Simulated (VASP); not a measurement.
The system is PbS (Galena).

```
Pb S
1.0
     0.00000    2.98539    2.98539
     2.98539    0.00000    2.98539
     2.98539    2.98539    0.00000
Pb S
1 1
Direct
  0.00000 0.00000 0.00000
  0.50000 0.50000 0.50000
```

Base run:

| Item | Value |
| --- | --- |
| Program | VASP 6.6.1 |
| Functional | revPBE |
| Dispersion | D3(BJ) |
| Potentials or basis | VASP PAW PBE potentials, release 64 (Pb_d, S) |
| Cutoff | 520 eV |
| k mesh | 8 × 8 × 8 |
| Occupations | fermi-dirac, width 0.05 eV |
| Spin | no spin polarisation |

Its results: band gap on the k mesh 0.51 eV, direct; pressure -1.5 GPa.

Problem. The run is repeated on the same cell with these changes: functional from revPBE to r2SCAN; dispersion from D3(BJ) to rVV10. What comes out?

Solution. Band gap on the k mesh 0.65 eV, direct; pressure -0.8 GPa.

Several settings changed at once, so the effect can't be laid on one alone.

Caveats: the PAW data sets were made with another functional, which shifts forces and pressure a little; spin-orbit coupling is left out, which moves the levels of the heavy elements.

A k mesh can miss the band edges.
